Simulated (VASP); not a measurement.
**BaB3: single point with PBE**

BaB3:

```
Ba B
1.0
     4.07334    0.00000    0.00000
     0.00000    4.07334    0.00000
     0.00000    0.00000    4.07334
Ba B
1 3
Direct
  0.00000 0.00000 0.00000
  0.00000 0.50000 0.50000
  0.50000 0.00000 0.50000
  0.50000 0.50000 0.00000
```

```yaml
Program: VASP 6.6.1
Task: single point
Functional: PBE
Potentials_or_basis: VASP PAW PBE potentials, release 64 (Ba_sv, B)
Cutoff: 520 eV
k_mesh: 4 × 4 × 4
Occupations: gaussian, width 0.1 eV
Spin: no spin polarisation
Dipole_correction: no
Further_INCAR_settings: ALGO = Normal; EDIFF = 1e-07; NBANDS = 18
```

```
Pressure : 1.3 GPa
```

Levels at points of the mesh, in eV from the Fermi level:
| k point | band 8 | band 9 | band 10 | band 11 | band 12 | band 13 |
| --- | --- | --- | --- | --- | --- | --- |
| (0.00, 0.00, 0.00) | -0.25 | -0.25 | -0.25 | 2.39 | 2.39 | 2.39 |
| (0.50, 0.00, 0.00) | -1.25 | -1.25 | -0.69 | 1.92 | 1.92 | 2.46 |
| (0.50, 0.50, 0.00) | -2.38 | -0.08 | -0.08 | 1.07 | 1.57 | 2.64 |
| (0.50, 0.50, 0.50) | -3.01 | 0.53 | 0.53 | 0.53 | 4.90 | 4.90 |

It took 6.5 s on 1 thread of Intel(R) Xeon(R) 6975P-C (Granite Rapids), on a shared host, peak memory 0.16 GiB.

Caveat: the k points lie up to 0.39 Å⁻¹ apart; spin-orbit coupling is left out, which moves the levels of the heavy elements.
